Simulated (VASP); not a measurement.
# CuF (P6_3/mmc) in VASP: settings compared, part 2 of 2

VASP 6.6.1. Earlier steps stand in the parts before.

## (3) Single point, LDA

This run uses another cell than the first one, of 13.55 Å³/atom.

Contents of INCAR:

```
SYSTEM = CuF
ALGO = Normal
EDIFF = 1E-6
ENCUT = 700
GGA_COMPAT = .FALSE.
ISIF = 2
ISMEAR = -1
LASPH = .TRUE.
LCHARG = .FALSE.
LREAL = .FALSE.
LWAVE = .FALSE.
NBANDS = 34
NELM = 120
PREC = Accurate
SIGMA = 0.02
```

Contents of KPOINTS:

```
k-points
0
G
  12 12 6
  0 0 0
```

Contents of POSCAR:

```
CuF
1.0
    3.5086571515      0.0000000000      0.0000000000
   -1.7543285757      3.0385862264      0.0000000000
    0.0000000000      0.0000000000      5.0825198637
Cu F
2 2
Direct
    0.3333333333      0.6666666667      0.2500000000
    0.6666666667      0.3333333333      0.7500000000
    0.6666666667      0.3333333333      0.2500000000
    0.3333333333      0.6666666667      0.7500000000
```

Potentials or basis: VASP PAW LDA potentials, release 64 (Cu_sv_GW, F).

Started as:

```
cat potpaw_LDA.64/Cu_sv_GW/POTCAR potpaw_LDA.64/F/POTCAR > POTCAR
mpirun -np 1 vasp_std > vasp.out
```

OUTCAR:

```text
SYSTEM = CuF
   EDIFF = 1E-6
   ENCUT = 700
   ISIF = 2
   ISMEAR = -1
   LASPH = .TRUE.
   LREAL = .FALSE.
   NELM = 120
   PREC = Accurate

 ion  position               nearest neighbor table
   1  0.333  0.667  0.250-   3 2.03   3 2.03   3 2.03
   2  0.667  0.333  0.750-   4 2.03   4 2.03   4 2.03
   3  0.667  0.333  0.250-   1 2.03   1 2.03   1 2.03
   4  0.333  0.667  0.750-   2 2.03   2 2.03   2 2.03

  LATTYP: Found a hexagonal cell.
 ALAT       =     3.5086571515
 C/A-ratio  =     1.4485655464

  Lattice vectors:

 A1 = (   3.5086571515,   0.0000000000,   0.0000000000)
 A2 = (  -1.7543285757,   3.0385862264,   0.0000000000)
 A3 = (   0.0000000000,   0.0000000000,   5.0825198637)

Analysis of symmetry for initial positions (statically):
=====================================================================
 Subroutine PRICEL returns:
 Original cell was already a primitive cell.

 Routine SETGRP: Setting up the symmetry group for a
 hexagonal supercell.

 Subroutine GETGRP returns: Found 24 space group operations
 (whereof 12 operations were pure point group operations)
 out of a pool of 24 trial point group operations.

The static configuration has the point symmetry D_3d.
 The point group associated with its full space group is D_6h.

Analysis of symmetry for dynamics (positions and initial velocities):
=====================================================================
 Subroutine PRICEL returns:
 Original cell was already a primitive cell.

 Routine SETGRP: Setting up the symmetry group for a
 hexagonal supercell.

 Subroutine GETGRP returns: Found 24 space group operations
 (whereof 12 operations were pure point group operations)
 out of a pool of 24 trial point group operations.

The dynamic configuration has the point symmetry D_3d.
[... 119 lines left out ...]
   ISMEAR =    -1;   SIGMA  =   0.02  broadening in eV -4-tet -1-fermi 0-gaus
   EFERMI_NEDOS =   21; number of points for ismear=-14 and -15
   IALGO  =     38    algorithm
   IMIX   =      4    mixing-type and parameters
     AMIX     =   0.40;   BMIX     =  1.00
     AMIX_MAG =   1.60;   BMIX_MAG =  1.00
  volume/ion in A,a.u.               =      13.55        91.42
  Fermi-wavevector in a.u.,A,eV,Ry     =   1.614775  3.051483 35.477179  2.607499
  Thomas-Fermi vector in A             =   2.709630
   LORBIT       =      0    0 simple, 1 ext, 2 COOP (PROOUT), +10 PAW based schemes
   GGA     = CA    functional components
   LHFCALC =     F    Hartree Fock is set to
   AEXX    =    0.0000 exact exchange contribution
   IVDW    =     0    specifies the selected vdW correction
   LEPSILON=     F    determine dielectric tensor
   LRPA    =     F    only Hartree local field effects (RPA)
 non-spin polarized calculation
  energy-cutoff  :      700.00
  volume of cell :       54.19
 maximum number of plane-waves:      2297
   NGX = 15   NGY = 15   NGZ = 21

 number of electron      52.0000012 magnetization

 Free energy of the ion-electron system (eV)
  ---------------------------------------------------
  ext. energy  EPLUGINS =         0.00000000
  ---------------------------------------------------
  free energy    TOTEN  =       -17.16118901 eV

  energy without entropy =      -17.15610999  energy(sigma->0) =      -17.15864950

 E-fermi :   2.7619     XC(G=0): -10.9521

 val. band max:        2.7608275739   @ k =   0.0833   0.0833   0.1667
 cond. band min:       2.7637222786   @ k =   0.0833   0.0000   0.3333
 fundamental gap:      0.0028947048
 Fermi energy:         2.7619198501

 k-point     1 :       0.0000    0.0000    0.0000
  band No.  band energies     occupation
      1    -106.8886      2.00000
      2    -106.8881      2.00000
      3     -64.9521      2.00000
      4     -64.9458      2.00000
      5     -64.9013      2.00000
      6     -64.9013      2.00000
[... 877 lines left out ...]
     33      13.4302      0.00000
     34      16.0655      0.00000

 [... further k-points ...]

------------------------ aborting loop because EDIFF is reached ----------------------------------------

  FORCE on cell =-STRESS in cart. coord.  units (eV):
  Direction    XX          YY          ZZ          XY          YZ          ZX
  --------------------------------------------------------------------------------------
  -------------------------------------------------------------------------------------
  Total       -2.8996507     -2.8996507     -2.0008962     -0.0000000      0.0000000      0.0000000
  in kB      -85.7362907    -85.7362907    -59.1620965     -0.0000000      0.0000000      0.0000000
  external PRESSURE =     -76.8782259 kB  Pullay stress =       0.0000000 kB

 VOLUME and BASIS-vectors are now :
 -----------------------------------------------------------------------------
  energy-cutoff  :      700.00
  volume of cell :       54.19
      direct lattice vectors                 reciprocal lattice vectors
     3.508657152  0.000000000  0.000000000     0.285009323  0.164550209  0.000000000
    -1.754328576  3.038586226  0.000000000     0.000000000  0.329100419  0.000000000
     0.000000000  0.000000000  5.082519864     0.000000000  0.000000000  0.196752797

 POSITION                                       TOTAL-FORCE (eV/Angst)
 -----------------------------------------------------------------------------------
     -0.00000      2.02572      1.27063         0.000000      0.000000      0.000000
      1.75433      1.01286      3.81189        -0.000000      0.000000     -0.000000
      1.75433      1.01286      1.27063        -0.000000     -0.000000      0.000000
     -0.00000      2.02572      3.81189         0.000000      0.000000      0.000000
 -----------------------------------------------------------------------------------
    total drift:                               -0.000000      0.000000     -0.000000

  FREE ENERGIE OF THE ION-ELECTRON SYSTEM (eV)
  ---------------------------------------------------
  free  energy   TOTEN  =       -17.1611890110 eV

  energy  without entropy=      -17.1561099875  energy(sigma->0) =      -17.15864950
```

OSZICAR:

```text
N       E                     dE             d eps       ncg     rms          rms(c)
DAV:   1     0.103435017635E+04    0.10344E+04   -0.39524E+04  8206   0.484E+03
DAV:   2     0.945691026089E+02   -0.93978E+03   -0.90352E+03  8350   0.128E+03
DAV:   3    -0.121842729181E+02   -0.10675E+03   -0.10480E+03  9754   0.499E+02
DAV:   4    -0.184175426248E+02   -0.62333E+01   -0.62034E+01  9120   0.125E+02
DAV:   5    -0.185959767773E+02   -0.17843E+00   -0.17834E+00  8808   0.182E+01    0.777E+00
DAV:   6    -0.179375078248E+02    0.65847E+00   -0.10022E+01  9320   0.119E+02    0.707E+00
DAV:   7    -0.171914829086E+02    0.74602E+00   -0.43711E+00  8608   0.101E+02    0.192E+00
DAV:   8    -0.171740048421E+02    0.17478E-01   -0.20706E-01  9688   0.110E+01    0.996E-01
DAV:   9    -0.171613091267E+02    0.12696E-01   -0.21660E-02  7944   0.540E+00    0.150E-01
DAV:  10    -0.171612669366E+02    0.42190E-04   -0.25258E-03  8904   0.184E+00    0.869E-02
DAV:  11    -0.171612123902E+02    0.54546E-04   -0.55441E-04  9120   0.103E+00    0.436E-02
DAV:  12    -0.171611892670E+02    0.23123E-04   -0.92293E-05  9352   0.279E-01    0.725E-03
DAV:  13    -0.171611890110E+02    0.25600E-06   -0.43644E-06  5576   0.453E-02
   1 F= -.17161189E+02 E0= -.17158649E+02  d E =-.507902E-02
```

Run time: 5.4 min. Hardware: 1 thread of AMD EPYC 7R43 (Zen 3), shared host; peak memory 0.28 GiB.

Results:

* Free energy: -17.1612 eV
* Pressure: -7.7 GPa
* Band gap on the k mesh: zero (bands 26 and 27 overlap by 0.04 eV)

Levels at points of the mesh, in eV from the Fermi level:
| k point | band 23 | band 24 | band 25 | band 26 | band 27 | band 28 | band 29 | band 30 |
| --- | --- | --- | --- | --- | --- | --- | --- | --- |
| (0.00, 0.00, 0.00) | -0.83 | 0.01 | 0.01 | 0.03 | 0.03 | 3.63 | 5.10 | 11.21 |
| (0.50, 0.00, 0.00) | -0.76 | -0.68 | -0.66 | -0.55 | 3.18 | 4.05 | 6.51 | 7.49 |
| (0.00, 0.00, 0.50) | 0.02 | 0.02 | 0.02 | 0.02 | 0.58 | 0.58 | 9.30 | 9.30 |
| (0.50, 0.00, 0.50) | -0.60 | -0.60 | -0.51 | -0.51 | 4.01 | 4.01 | 5.16 | 5.16 |

Caveat: the cell stands under tension. With open d or f shells a metallic result of LDA can be an artefact of self-interaction; +U or a hybrid may open a gap.

## (4) Single point, PBE

This run uses another cell than the first one, of 14.93 Å³/atom.

Contents of INCAR:

```
ALGO     = Normal         # electronic algorithm
EDIFF    = 1E-6           # SCF threshold, eV
ENCUT    = 700            # plane-wave cutoff, eV
GGA      = PE             # functional
GGA_COMPAT= F            
ISIF     = 2              # what is computed and relaxed
ISMEAR   = -1             # smearing method
LASPH    = T              # aspherical terms in the spheres
LCHARG   = F              # write CHGCAR
LREAL    = F              # projectors in reciprocal space
LWAVE    = F              # write WAVECAR
NBANDS   = 34             # bands
NELM     = 120            # most SCF steps
PREC     = Accurate       # precision mode
SIGMA    = 0.02           # smearing width, eV
```

Contents of KPOINTS:

```
k-points
0
Gamma
  12 12 6
```

Contents of POSCAR:

```
CuF
1.0
    3.5358154456      0.0000000000      0.0000000000
   -1.7679077228      3.0621059989      0.0000000000
    0.0000000000      0.0000000000      5.5153185652
Cu F
2 2
Direct
    0.3333333333      0.6666666667      0.2500000000
    0.6666666667      0.3333333333      0.7500000000
    0.6666666667      0.3333333333      0.2500000000
    0.3333333333      0.6666666667      0.7500000000
```

Potentials or basis: VASP PAW PBE potentials, release 64 (Cu_sv_GW, F).

Started as:

```
cat potpaw_PBE.64/Cu_sv_GW/POTCAR potpaw_PBE.64/F/POTCAR > POTCAR
mpirun -np 1 vasp_std > vasp.out
```

Wall time 3.4 min (1 thread of Intel Xeon Platinum 8488C (Sapphire Rapids), shared host); peak memory 0.38 GiB.

Results (log left out):

| Property | Result |
| --- | --- |
| Free energy | -14.3694 eV |
| Pressure | -2.0 GPa |
| Band gap on the k mesh | zero (bands 26 and 27 overlap by 0.04 eV) |

Levels at points of the mesh, in eV from the Fermi level:
```tsv
k point	band 23	band 24	band 25	band 26	band 27	band 28	band 29	band 30
(0.00, 0.00, 0.00)	-0.76	0.01	0.01	0.02	0.02	3.06	4.39	11.35
(0.50, 0.00, 0.00)	-0.85	-0.72	-0.62	-0.54	3.13	4.07	6.24	6.87
(0.00, 0.00, 0.50)	0.01	0.01	0.01	0.01	0.26	0.26	8.28	8.28
(0.50, 0.00, 0.50)	-0.72	-0.72	-0.57	-0.57	3.90	3.90	4.91	4.91
```

## (5) Single point, r2SCAN

This run uses another cell than the first one, of 13.55 Å³/atom.

Contents of POSCAR:

```
CuF
1.0
    3.5086571515      0.0000000000      0.0000000000
   -1.7543285757      3.0385862264      0.0000000000
    0.0000000000      0.0000000000      5.0825198637
Cu F
2 2
Direct
    0.3333333333      0.6666666667      0.2500000000
    0.6666666667      0.3333333333      0.7500000000
    0.6666666667      0.3333333333      0.2500000000
    0.3333333333      0.6666666667      0.7500000000
```

Contents of INCAR.step1:

```
PREC = Accurate ; ENCUT = 770
ISMEAR = -1 ; SIGMA = 0.02
LREAL = False ; LASPH = True
NELM = 120 ; NBANDS = 34
GGA = PE ; ALGO = Normal
EDIFF = 1E-5 ; LWAVE = True
LCHARG = False ; GGA_COMPAT = False
```

Contents of INCAR.step2:

```
PREC = Accurate ; ENCUT = 770
EDIFF = 1E-6 ; ISMEAR = -1
SIGMA = 0.02 ; LREAL = False
LASPH = True ; NELM = 120
ALGO = Normal ; ISIF = 2
LWAVE = False ; LCHARG = False
METAGGA = R2SCAN ; LMIXTAU = True
NBANDS = 34 ; ISTART = 1
GGA_COMPAT = False
```

Contents of KPOINTS:

```
regular mesh
0
Gamma
  12 12 4
```

Started as:

```
cat potpaw_PBE.64/Cu_sv_GW/POTCAR potpaw_PBE.64/F/POTCAR > POTCAR
cp INCAR.step1 INCAR
mpirun -np 1 vasp_std > vasp.out
cp INCAR.step2 INCAR
mpirun -np 1 vasp_std > vasp.out
```

It took 14 min on 1 thread of AMD EPYC 7R43 (Zen 3), shared host; peak memory 0.3 GiB.

The run converged. Its results:

```yaml
Free_energy: -31.7415 eV
Pressure: -1.6 GPa
Band_gap_on_the_k_mesh: zero (bands 26 and 27 overlap by 0.04 eV)
```

Stress tensor (GPa, compression positive):
```
-1.65  0.00  0.00
 0.00 -1.65  0.00
 0.00  0.00 -1.53
```

Levels at points of the mesh, in eV from the Fermi level:
| k point | band 23 | band 24 | band 25 | band 26 | band 27 | band 28 | band 29 | band 30 |
| --- | --- | --- | --- | --- | --- | --- | --- | --- |
| (0.00, 0.00, 0.00) | -0.73 | -0.01 | -0.01 | 0.02 | 0.02 | 4.10 | 5.41 | 11.81 |
| (0.50, 0.00, 0.00) | -0.80 | -0.71 | -0.65 | -0.53 | 3.62 | 4.28 | 7.10 | 7.78 |
| (0.00, 0.00, 0.50) | 0.00 | 0.00 | 0.00 | 0.00 | 0.80 | 0.80 | 9.87 | 9.87 |
| (0.50, 0.00, 0.50) | -0.58 | -0.58 | -0.55 | -0.55 | 4.41 | 4.41 | 5.54 | 5.54 |

Caveat: the PAW data sets were made with another functional, which shifts forces and pressure a little. With open d or f shells a metallic result of r2SCAN can be an artefact of self-interaction; +U or a hybrid may open a gap.

## (6) Single point, PBE

This run uses another cell than the first one, of 13.55 Å³/atom.

Contents of INCAR:

```
PREC = Accurate ; ENCUT = 700
EDIFF = 1E-6 ; ISMEAR = -1
SIGMA = 0.02 ; LREAL = False
LASPH = True ; NELM = 120
ALGO = Normal ; ISIF = 2
LWAVE = False ; LCHARG = False
GGA = PE ; NBANDS = 34
GGA_COMPAT = False
```

Contents of KPOINTS:

```
regular mesh
0
Gamma
  12 12 6
```

POSCAR is that of step 5.

Potentials or basis: VASP PAW PBE potentials, release 64 (Cu_sv_GW, F).

Started as:

```
cat potpaw_PBE.64/Cu_sv_GW/POTCAR potpaw_PBE.64/F/POTCAR > POTCAR
mpirun -np 1 vasp_std > vasp.out
```

OUTCAR:

```text
PREC = Accurate
   ENCUT = 700
   EDIFF = 1E-6
   ISMEAR = -1
   LREAL = False
   LASPH = True
   NELM = 120
   ISIF = 2
   GGA = PE

 ion  position               nearest neighbor table
   1  0.333  0.667  0.250-   3 2.03   3 2.03   3 2.03
   2  0.667  0.333  0.750-   4 2.03   4 2.03   4 2.03
   3  0.667  0.333  0.250-   1 2.03   1 2.03   1 2.03
   4  0.333  0.667  0.750-   2 2.03   2 2.03   2 2.03

  LATTYP: Found a hexagonal cell.
 ALAT       =     3.5086571515
 C/A-ratio  =     1.4485655464

  Lattice vectors:

 A1 = (   3.5086571515,   0.0000000000,   0.0000000000)
 A2 = (  -1.7543285757,   3.0385862264,   0.0000000000)
 A3 = (   0.0000000000,   0.0000000000,   5.0825198637)

Analysis of symmetry for initial positions (statically):
=====================================================================
 Subroutine PRICEL returns:
 Original cell was already a primitive cell.

 Routine SETGRP: Setting up the symmetry group for a
 hexagonal supercell.

 Subroutine GETGRP returns: Found 24 space group operations
[... 168 lines left out ...]
  energy without entropy =      -14.30310226  energy(sigma->0) =      -14.30561435

 E-fermi :   3.2862     XC(G=0): -10.3118

 val. band max:        3.2819025139   @ k =   0.1667   0.0000   0.0000
 cond. band min:       3.2873252650   @ k =   0.0833   0.0833   0.1667
 fundamental gap:      0.0054227512
 Fermi energy:         3.2862340201

 k-point     1 :       0.0000    0.0000    0.0000
  band No.  band energies     occupation
      1    -107.4452      2.00000
      2    -107.4446      2.00000
      3     -64.9335      2.00000
      4     -64.9275      2.00000
      5     -64.8799      2.00000
      6     -64.8799      2.00000
[... 877 lines left out ...]
     33      14.0766      0.00000
     34      16.7069      0.00000

 [... further k-points ...]

------------------------ aborting loop because EDIFF is reached ----------------------------------------

  FORCE on cell =-STRESS in cart. coord.  units (eV):
  Direction    XX          YY          ZZ          XY          YZ          ZX
  --------------------------------------------------------------------------------------
  -------------------------------------------------------------------------------------
  Total        0.8280299      0.8280299      0.5393428      0.0000000      0.0000000     -0.0000000
  in kB       24.4830225     24.4830225     15.9471784      0.0000000      0.0000000     -0.0000000
  external PRESSURE =      21.6377411 kB  Pullay stress =       0.0000000 kB

 VOLUME and BASIS-vectors are now :
 -----------------------------------------------------------------------------
  energy-cutoff  :      700.00
  volume of cell :       54.19
      direct lattice vectors                 reciprocal lattice vectors
     3.508657152  0.000000000  0.000000000     0.285009323  0.164550209  0.000000000
    -1.754328576  3.038586226  0.000000000     0.000000000  0.329100419  0.000000000
     0.000000000  0.000000000  5.082519864     0.000000000  0.000000000  0.196752797

 POSITION                                       TOTAL-FORCE (eV/Angst)
 -----------------------------------------------------------------------------------
     -0.00000      2.02572      1.27063         0.000000     -0.000000      0.000000
      1.75433      1.01286      3.81189        -0.000000      0.000000     -0.000000
      1.75433      1.01286      1.27063        -0.000000      0.000000     -0.000000
     -0.00000      2.02572      3.81189         0.000000     -0.000000     -0.000000
 -----------------------------------------------------------------------------------
    total drift:                               -0.000000      0.000000     -0.000000

  FREE ENERGIE OF THE ION-ELECTRON SYSTEM (eV)
  ---------------------------------------------------
  free  energy   TOTEN  =       -14.3081264439 eV

  energy  without entropy=      -14.3031022569  energy(sigma->0) =      -14.30561435
```

stdout:

```text
POSCAR found type information on POSCAR CuF
 POSCAR found :  2 types and       4 ions
 scaLAPACK will be used
 LDA part: xc-table for (Slater+PW92), standard interpolation
 POSCAR, INCAR and KPOINTS ok, starting setup
 FFT: planning ... GRIDC
 FFT: planning ... GRID_SOFT
 FFT: planning ... GRID
 WAVECAR not read
 entering main loop
```

Wall time 3.8 min (1 thread of Intel Xeon Platinum 8259CL at 2.50GHz (Skylake/Cascade Lake), shared host); peak memory 0.35 GiB.

Results:

```
Free energy            : -14.3081 eV
Pressure               : 2.2 GPa
Band gap on the k mesh : zero (bands 26 and 27 overlap by 0.04 eV)
```

Stress tensor (GPa, compression positive):
```
2.45 0.00 0.00
0.00 2.45 0.00
0.00 0.00 1.59
```

Levels at points of the mesh, in eV from the Fermi level:
| k point | band 23 | band 24 | band 25 | band 26 | band 27 | band 28 | band 29 | band 30 |
| --- | --- | --- | --- | --- | --- | --- | --- | --- |
| (0.00, 0.00, 0.00) | -0.82 | 0.01 | 0.01 | 0.03 | 0.03 | 3.70 | 5.15 | 11.34 |
| (0.50, 0.00, 0.00) | -0.76 | -0.66 | -0.66 | -0.53 | 3.23 | 4.09 | 6.61 | 7.57 |
| (0.00, 0.00, 0.50) | 0.02 | 0.02 | 0.02 | 0.02 | 0.59 | 0.59 | 9.41 | 9.41 |
| (0.50, 0.00, 0.50) | -0.58 | -0.58 | -0.51 | -0.51 | 4.08 | 4.08 | 5.21 | 5.21 |

## (7) Overview

| level | potentials or basis | cell | k mesh | cutoff (eV) | gap on the mesh (eV) | pressure (GPa) |
| --- | --- | --- | --- | --- | --- | --- |
| PBEsol | VASP PAW PBE potentials, release 64 (Cu_sv_GW, F) | a = 3.489, b = 3.489, c = 5.104 Å, angles 90.0, 90.0, 120.0°, 4 atoms | 12 × 12 × 4 | 700 | none | -2.1 |
| LDA | VASP PAW LDA potentials, release 64 (Cu_sv_GW, F) | a = 3.509, b = 3.509, c = 5.083 Å, angles 90.0, 90.0, 120.0°, 4 atoms | 12 × 12 × 6 | 700 | none | -7.7 |
| PBE | VASP PAW PBE potentials, release 64 (Cu_sv_GW, F) | a = 3.536, b = 3.536, c = 5.515 Å, angles 90.0, 90.0, 120.0°, 4 atoms | 12 × 12 × 6 | 700 | none | -2.0 |
| r2SCAN | VASP PAW PBE potentials, release 64 (Cu_sv_GW, F) | a = 3.509, b = 3.509, c = 5.083 Å, angles 90.0, 90.0, 120.0°, 4 atoms | 12 × 12 × 4 | 770 | none | -1.6 |
| PBE | VASP PAW PBE potentials, release 64 (Cu_sv_GW, F) | a = 3.509, b = 3.509, c = 5.083 Å, angles 90.0, 90.0, 120.0°, 4 atoms | 12 × 12 × 6 | 700 | none | 2.2 |

Alike in all rows: task single point; no spin polarisation; smearing fermi-dirac 0.02 eV.

Caveats: the PAW data sets were made with another functional, which shifts forces and pressure a little (at least some runs); the cell stands under tension (at least some runs).

Total energies depend on the potentials used, so only differences within one code and one set of settings carry meaning.
